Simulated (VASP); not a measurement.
## BN: single point with r2SCAN

Crystal: BN.

```
CELL_PARAMETERS angstrom
2.54397 0.00000 0.00000
-1.27198 2.20314 0.00000
0.00000 0.00000 4.20774
ATOMIC_POSITIONS crystal
B 0.67220 0.33333 0.99980
B 0.32780 0.66667 0.49980
N 0.66077 0.33333 0.62520
N 0.33923 0.66667 0.12520
```

This cell differs from its parent crystal: mode 4 (487.1 1/cm) frozen in, largest displacement +0.015 Å.

```
Program                : VASP 6.6.1
Task                   : single point
Functional             : r2SCAN
Potentials or basis    : VASP PAW PBE potentials, release 64 (B, N)
Cutoff                 : 520 eV
k mesh                 : 12 × 12 × 6
Occupations            : gaussian, width 0.05 eV
Spin                   : no spin polarisation
Dipole correction      : no
Further INCAR settings : ALGO = Normal; EDIFF = 1e-06; NBANDS = 16
```

```json
{
 "Pressure": "1.1 GPa",
 "Largest force": "0.183 eV/Å",
 "Band gap on the k mesh": "5.69 eV, indirect (least direct gap 8.98 eV)"
}
```

Forces in eV/Å, atoms in the order of the input:
```
B   -0.132 -0.001 -0.003
B    0.132  0.001 -0.003
N    0.183 -0.001  0.003
N   -0.183  0.001  0.003
```

Stress tensor (GPa, compression positive):
```
 1.06 -0.56  0.00
-0.56  1.13  0.00
 0.00  0.00  1.13
```

Levels at points of the mesh, in eV from the valence-band top:
```csv
k point,band 4,band 5,band 6,band 7,band 8,band 9,band 10,band 11,band 12,band 13
"(0.00, 0.00, 0.00)",-2.25,-2.21,-0.29,-0.05,0.00,9.00,9.10,9.29,10.21,11.52
"(0.50, 0.00, 0.00)",-8.14,-7.29,-5.22,-4.48,-2.22,7.29,8.40,11.36,12.18,13.94
"(0.00, 0.50, 0.00)",-8.18,-7.23,-5.21,-4.55,-2.23,7.28,8.58,11.35,12.20,13.83
"(0.50, 0.50, 0.00)",-8.22,-7.16,-5.21,-4.63,-2.22,7.26,8.76,11.35,12.22,13.73
"(0.00, 0.00, 0.50)",-5.99,-1.25,-1.25,-1.24,-1.24,10.21,10.21,10.66,10.66,10.68
"(0.50, 0.00, 0.50)",-10.43,-3.95,-3.95,-3.77,-3.77,7.15,7.15,10.75,10.75,15.30
"(0.00, 0.50, 0.50)",-10.45,-3.97,-3.97,-3.73,-3.73,7.17,7.17,10.70,10.70,15.29
"(0.50, 0.50, 0.50)",-10.47,-3.95,-3.95,-3.71,-3.71,7.20,7.20,10.63,10.63,15.29
```

It took 3.3 min on 1 thread of Intel(R) Xeon(R) 6975P-C (Granite Rapids) (shared host), peak memory 0.21 GiB.

Caveat: the cell differs from its parent crystal (mode 4 (487.1 1/cm) frozen in, largest displacement +0.015 Å); the PAW data sets were made with another functional, which shifts forces and pressure a little. A k mesh can miss the band edges.
